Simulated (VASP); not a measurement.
# BaTiO3 (P4mm) in VASP: electric field gradients with PBE

Aim: the electric field gradients of BaTiO3 with PBE.

Everything below comes from runs of VASP 6.6.1. Logs are shortened: lines on timing, memory, paths and dates and some standing lists are left out, and cuts for length are marked.

## 1. The cell of the first run

The structure is tetragonal, space group P4mm (No. 99). Conventional cell: a = 3.985 Å, b = 3.985 Å, c = 4.202 Å, α = 90.00°, β = 90.00°, γ = 90.00°. Within 3.7 Å of Ba (site symmetry 4mm) lie 12 O at 2.80 to 2.99 Å and 8 Ti at 3.47 to 3.56 Å. Ti (site symmetry 4mm) has 6 O at 1.81 to 2.39 Å within 2.4 Å. O (site symmetry 4mm) has 2 Ti at 1.81 to 2.39 Å within 2.4 Å. Within 3.0 Å of O (site symmetry 2mm) lie 2 Ti at 2.00 Å and 4 Ba at 2.80 to 2.99 Å and 8 O at 2.82 to 2.96 Å.

## 2. Electric field gradients, PBE

INCAR

```
  PREC = Accurate
  ENCUT = 520
  EDIFF = 1E-8
  ISMEAR = 0
  SIGMA = 0.01
  LREAL = F
  LASPH = T
  NELM = 80
  ALGO = Normal
  ISIF = 2
  LWAVE = F
  LCHARG = F
  GGA = PE
  LEFG = T
  NBANDS = 28
```

KPOINTS

```
regular mesh
0
Gamma
  8 8 8
```

POSCAR

```
BaTiO3
1.0
    3.9852569688      0.0000000000      0.0000000000
    0.0000000000      3.9852569688      0.0000000000
    0.0000000000      0.0000000000      4.2022180370
Ba Ti O
1 1 3
Direct
    0.0000000000      0.0000000000     -0.0106979962
    0.5000000000      0.5000000000      0.4720516379
    0.5000000000      0.5000000000      0.0408797547
    0.5000000000      0.0000000000      0.5203833018
    0.0000000000      0.5000000000      0.5203833018
```

Potentials or basis: VASP PAW PBE potentials, release 64 (Ba_sv, Ti_sv, O).

The run is started by

```bash
cat potpaw_PBE.64/Ba_sv/POTCAR potpaw_PBE.64/Ti_sv/POTCAR potpaw_PBE.64/O/POTCAR > POTCAR
mpirun -np 1 vasp_std > vasp.out
```

OUTCAR:

```text
PREC = Accurate
   ENCUT = 520
   EDIFF = 1E-8
   ISMEAR = 0
   LREAL = F
   LASPH = T
   NELM = 80
   ISIF = 2
   GGA = PE

 ion  position               nearest neighbor table
   1  0.000  0.000  0.989-   4 2.80   5 2.80   5 2.80   4 2.80   3 2.83   3 2.83   3 2.83   3 2.83
                             4 2.99   5 2.99   5 2.99   4 2.99   2 3.47   2 3.47   2 3.47   2 3.47
   2  0.500  0.500  0.472-   3 1.81   4 2.00   5 2.00   4 2.00   5 2.00   3 2.39   1 3.47   1 3.47
                             1 3.47   1 3.47   1 3.56   1 3.56   1 3.56   1 3.56
   3  0.500  0.500  0.041-   2 1.81   2 2.39   1 2.83   1 2.83   1 2.83   1 2.83
   4  0.500  0.000  0.520-   2 2.00   2 2.00   1 2.80   1 2.80   1 2.99   1 2.99
   5  0.000  0.500  0.520-   2 2.00   2 2.00   1 2.80   1 2.80   1 2.99   1 2.99

  LATTYP: Found a simple tetragonal cell.
 ALAT       =     3.9852569688
 C/A-ratio  =     1.0544409231

  Lattice vectors:

 A1 = (   3.9852569688,   0.0000000000,   0.0000000000)
 A2 = (   0.0000000000,   3.9852569688,   0.0000000000)
 A3 = (   0.0000000000,   0.0000000000,   4.2022180370)

Analysis of symmetry for initial positions (statically):
=====================================================================
 Subroutine PRICEL returns:
 Original cell was already a primitive cell.

 Routine SETGRP: Setting up the symmetry group for a
 simple tetragonal supercell.

 Subroutine GETGRP returns: Found  8 space group operations
 (whereof  8 operations were pure point group operations)
 out of a pool of 16 trial point group operations.

The static configuration has the point symmetry C_4v.

Analysis of symmetry for dynamics (positions and initial velocities):
=====================================================================
 Subroutine PRICEL returns:
 Original cell was already a primitive cell.

 Routine SETGRP: Setting up the symmetry group for a
 simple tetragonal supercell.

 Subroutine GETGRP returns: Found  8 space group operations
 (whereof  8 operations were pure point group operations)
 out of a pool of 16 trial point group operations.

The dynamic configuration has the point symmetry C_4v.

 Subroutine INISYM returns: Found  8 space group operations
 (whereof  8 operations are pure point group operations),
 and found     1 'primitive' translations

----------------------------------------------------------------------------------------

                                     Primitive cell

  volume of cell :      66.7408

  direct lattice vectors                    reciprocal lattice vectors
     3.985256969  0.000000000  0.000000000     0.250924848  0.000000000  0.000000000
     0.000000000  3.985256969  0.000000000     0.000000000  0.250924848  0.000000000
     0.000000000  0.000000000  4.202218037     0.000000000  0.000000000  0.237969565

  length of vectors
     3.985256969  3.985256969  4.202218037     0.250924848  0.250924848  0.237969565

  position of ions in fractional coordinates (direct lattice)
     0.000000000  0.000000000  0.989302004
     0.500000000  0.500000000  0.472051638
     0.500000000  0.500000000  0.040879755
     0.500000000  0.000000000  0.520383302
     0.000000000  0.500000000  0.520383302

  ion indices of the primitive-cell ions
   primitive index   ion index
                 1           1
                 2           2
                 3           3
                 4           4
                 5           5

----------------------------------------------------------------------------------------

 KPOINTS: regular mesh

Automatic generation of k-mesh.
 Grid dimensions read from file:
 generate k-points for:    8    8    8

 Generating k-lattice:

  Cartesian coordinates                     Fractional coordinates (reciprocal lattice)
     0.031365606  0.000000000  0.000000000     0.125000000  0.000000000  0.000000000
     0.000000000  0.031365606  0.000000000     0.000000000  0.125000000  0.000000000
     0.000000000  0.000000000  0.029746196     0.000000000  0.000000000  0.125000000

  Length of vectors
     0.031365606  0.031365606  0.029746196

  Shift w.r.t. Gamma in fractional coordinates (k-lattice)
     0.000000000  0.000000000  0.000000000

 Subroutine IBZKPT returns following result:
 ===========================================

 Found     75 irreducible k-points:

 Following reciprocal coordinates:
            Coordinates               Weight
  0.000000  0.000000  0.000000      1.000000
  0.125000  0.000000  0.000000      4.000000
  0.250000  0.000000  0.000000      4.000000
  0.375000  0.000000  0.000000      4.000000
  0.500000  0.000000  0.000000      2.000000
  0.125000  0.125000  0.000000      4.000000
[... 16 lines left out ...]
  0.375000  0.125000  0.125000     16.000000
  0.500000  0.125000  0.125000      8.000000
 [... further k-points ...]
   k-points           NKPTS =     75   k-points in BZ     NKDIM =     75   number of bands    NBANDS=     28
   number of dos      NEDOS =    301   number of ions     NIONS =      5
   total plane-waves  NPLWV =  28800
   dimension x,y,z NGX =    30 NGY =   30 NGZ =   32
   dimension x,y,z NGXF=    60 NGYF=   60 NGZF=   64
   ions per type =               1   1   3
   NGX,Y,Z   is equivalent  to a cutoff of  12.51, 12.51, 12.66 a.u.
   NGXF,Y,Z  is equivalent  to a cutoff of  25.03, 25.03, 25.32 a.u.
 SYSTEM =  unknown system
   PREC   = accura    normal or accurate (medium, high low for compatibility)
   ISTART =      0    job   : 0-new  1-cont  2-samecut
   ICHARG =      2    charge: 1-file 2-atom 10-const
   ISPIN  =      1    spin polarized calculation?
   LNONCOLLINEAR =      F non collinear calculations
   LSORBIT =      F    spin-orbit coupling
   LASPH  =      T    aspherical Exc in radial PAW
   ENCUT  =  520.0 eV  38.22 Ry    6.18 a.u.   7.41  7.41  7.81*2*pi/ulx,y,z
   NELM   =     80;   NELMIN=  2; NELMDL= -5     # of ELM steps
   EDIFF  = 0.1E-07   stopping-criterion for ELM
   LREAL  =      F    real-space projection
   EDIFFG = 0.1E-06   stopping-criterion for IOM
   NSW    =      0    number of steps for IOM
   IBRION =     -1    ionic relax: 0-MD 1-quasi-New 2-CG
   NFREE  =      0    steps in history (QN), initial steepest desc. (CG)
   ISIF   =      2    stress and relaxation
   ISYM   =      2    0-nonsym 1-usesym 2-fastsym
   POTIM  = 0.5000    time-step for ionic-motion
   TEBEG  =    0.0;   TEEND  =   0.0 temperature during run
   PSTRESS=    0.0 pullay stress
   NELECT =      40.0000    total number of electrons
   NUPDOWN=      -1.0000    fix difference up-down
   EMIN   =  10.00;   EMAX   =-10.00  energy-range for DOS
   EFERMI =   0.00;   METHOD = LEGACY
   ISMEAR =     0;   SIGMA  =   0.01  broadening in eV -4-tet -1-fermi 0-gaus
   EFERMI_NEDOS =   21; number of points for ismear=-14 and -15
   IALGO  =     38    algorithm
   IMIX   =      4    mixing-type and parameters
     AMIX     =   0.40;   BMIX     =  1.00
     AMIX_MAG =   1.60;   BMIX_MAG =  1.00
  volume/ion in A,a.u.               =      13.35        90.08
  Fermi-wavevector in a.u.,A,eV,Ry     =   1.380271  2.608334 25.921119  1.905148
  Thomas-Fermi vector in A             =   2.505164
   LORBIT       =      0    0 simple, 1 ext, 2 COOP (PROOUT), +10 PAW based schemes
   GGA     = PE    functional components
   LHFCALC =     F    Hartree Fock is set to
   AEXX    =    0.0000 exact exchange contribution
   IVDW    =     0    specifies the selected vdW correction
   LEPSILON=     F    determine dielectric tensor
   LRPA    =     F    only Hartree local field effects (RPA)
 non-spin polarized calculation
 Gauss-broadening in eV      SIGMA  =   0.01
  energy-cutoff  :      520.00
  volume of cell :       66.74
 maximum number of plane-waves:      1824
 NGX is ok and might be reduce to    30
   NGX = 15   NGY = 15   NGZ = 15

 number of electron      39.9999983 magnetization

 Free energy of the ion-electron system (eV)
  ---------------------------------------------------
  ext. energy  EPLUGINS =         0.00000000
  ---------------------------------------------------
  free energy    TOTEN  =       -40.04036627 eV

  energy without entropy =      -40.04036627  energy(sigma->0) =      -40.04036627

 E-fermi :   3.8364     XC(G=0): -11.0226

 val. band max:        3.7465815251   @ k =   0.5000   0.5000   0.5000
 cond. band min:       5.5353602315   @ k =   0.0000   0.0000   0.0000
 fundamental gap:      1.7887787064
 Fermi energy:         3.8363895781

 k-point     1 :       0.0000    0.0000    0.0000
  band No.  band energies     occupation
      1     -52.9045      2.00000
      2     -29.2411      2.00000
      3     -29.1018      2.00000
      4     -29.1018      2.00000
      5     -21.4457      2.00000
      6     -13.2706      2.00000
[... 20 lines left out ...]
     27       8.8220      0.00000
     28      10.3995      0.00000

 k-point     2 :       0.1250    0.0000    0.0000
  band No.  band energies     occupation
      1     -52.9044      2.00000
      2     -29.2408      2.00000
      3     -29.1097      2.00000
      4     -29.1015      2.00000
      5     -21.4300      2.00000
      6     -13.2750      2.00000
[... 20 lines left out ...]
     27       9.1104      0.00000
     28      10.7753      0.00000

 k-point     3 :       0.2500    0.0000    0.0000
  band No.  band energies     occupation
      1     -52.9040      2.00000
      2     -29.2400      2.00000
      3     -29.1286      2.00000
      4     -29.1008      2.00000
      5     -21.3916      2.00000
      6     -13.3262      2.00000
[... 616 lines left out ...]
      3     -29.1467      2.00000
      4     -29.1076      2.00000
      5     -21.3344      2.00000
      6     -13.3069      2.00000
[... 20 lines left out ...]
     27      10.9516      0.00000
     28      11.9139      0.00000

 k-point    24 :       0.5000    0.1250    0.1250
  band No.  band energies     occupation
      1     -52.9032      2.00000
      2     -29.2426      2.00000
      3     -29.1545      2.00000
      4     -29.1073      2.00000
      5     -21.3194      2.00000
      6     -13.3368      2.00000
[... 20 lines left out ...]
     27      11.3146      0.00000
     28      12.0791      0.00000

 [... further k-points ...]

------------------------ aborting loop because EDIFF is reached ----------------------------------------

  FORCE on cell =-STRESS in cart. coord.  units (eV):
  Direction    XX          YY          ZZ          XY          YZ          ZX
  --------------------------------------------------------------------------------------
  -------------------------------------------------------------------------------------
  Total        0.6494281      0.6494281      0.6724415      0.0000000      0.0000000      0.0000000
  in kB       15.5901548     15.5901548     16.1426130      0.0000000      0.0000000      0.0000000
  external PRESSURE =      15.7743075 kB  Pullay stress =       0.0000000 kB

 VOLUME and BASIS-vectors are now :
 -----------------------------------------------------------------------------
  energy-cutoff  :      520.00
  volume of cell :       66.74
      direct lattice vectors                 reciprocal lattice vectors
     3.985256969  0.000000000  0.000000000     0.250924848  0.000000000  0.000000000
     0.000000000  3.985256969  0.000000000     0.000000000  0.250924848  0.000000000
     0.000000000  0.000000000  4.202218037     0.000000000  0.000000000  0.237969565

 POSITION                                       TOTAL-FORCE (eV/Angst)
 -----------------------------------------------------------------------------------
      0.00000      0.00000      4.15726        -0.000000     -0.000000      0.047704
      1.99263      1.99263      1.98366        -0.000000      0.000000      0.083657
      1.99263      1.99263      0.17179        -0.000000     -0.000000     -0.081300
      1.99263      0.00000      2.18676        -0.000000     -0.000000     -0.025030
      0.00000      1.99263      2.18676         0.000000     -0.000000     -0.025030
 -----------------------------------------------------------------------------------
    total drift:                                0.000000      0.000000      0.000130

  FREE ENERGIE OF THE ION-ELECTRON SYSTEM (eV)
  ---------------------------------------------------
  free  energy   TOTEN  =       -40.0403662745 eV

  energy  without entropy=      -40.0403662745  energy(sigma->0) =      -40.04036627

 Electric field gradients (V/A^2)
---------------------------------------------------------------------
 ion       V_xx      V_yy      V_zz      V_xy      V_xz      V_yz
---------------------------------------------------------------------
   1       4.037     4.037    -8.074    -0.000    -0.000     0.000
   2     -10.393   -10.393    20.785    -0.000    -0.000     0.000
   3      -6.641    -6.641    13.283    -0.000    -0.000     0.000
   4     -18.643    26.927    -8.285    -0.000     0.000    -0.000
   5      26.927   -18.643    -8.285     0.000     0.000     0.000
---------------------------------------------------------------------

 Electric field gradients after diagonalization (V/A^2)
 (convention: |V_zz| > |V_xx| > |V_yy|)
----------------------------------------------------------------------
 ion       V_xx      V_yy      V_zz     asymmetry (V_yy - V_xx)/ V_zz
----------------------------------------------------------------------
   1       4.037     4.037    -8.074       0.000
   2     -10.393   -10.393    20.785       0.000
   3      -6.641    -6.641    13.283       0.000
   4     -18.643    -8.285    26.927       0.385
   5     -18.643    -8.285    26.927       0.385
----------------------------------------------------------------------

           NMR quadrupolar parameters

 Cq : quadrupolar parameter    Cq=e*Q*V_zz/h
 eta: asymmetry parameters     (V_yy - V_xx)/ V_zz
 Q  : nuclear electric quadrupole moment in mb (millibarn)
----------------------------------------------------------------------
 ion       Cq(MHz)       eta       Q (mb)
----------------------------------------------------------------------
   1      -0.020       0.000       1.000
   2       0.050       0.000       1.000
   3       0.032       0.000       1.000
   4       0.065       0.385       1.000
   5       0.065       0.385       1.000
----------------------------------------------------------------------
```

Wall time 83 s (1 thread of Intel Xeon 6975P-C (Granite Rapids), shared host); peak memory 0.27 GiB.

What came out:

| Property | Result |
| --- | --- |
| Free energy | -40.0404 eV |
| Pressure | 1.6 GPa |
| Largest force | 0.084 eV/Å |
| Band gap on the k mesh | 1.79 eV (least direct gap 2.36 eV) |
| Largest electric field gradient by atom | Ba -8.1; Ti +20.8; O +13.3, +26.9 (each value once) V/Å² |

Forces on the atoms (eV/Å):
```
Ba   0.000  0.000  0.048
Ti   0.000  0.000  0.084
O    0.000  0.000 -0.081
O    0.000  0.000 -0.025
O    0.000  0.000 -0.025
```

Electric field gradients, principal values (V/Å²):
```tsv
atom	least	middle	greatest (by size)
1 Ba	4.037	4.037	-8.074
2 Ti	-10.393	-10.393	20.785
3 O	-6.641	-6.641	13.283
4 O	-8.285	-18.643	26.927
5 O	-8.285	-18.643	26.927
```

Caveat: without QUAD_EFG the Cq values of the log hold for a quadrupole moment of 1 mb, not for the nuclei; spin-orbit coupling is left out, which moves the levels of the heavy elements.
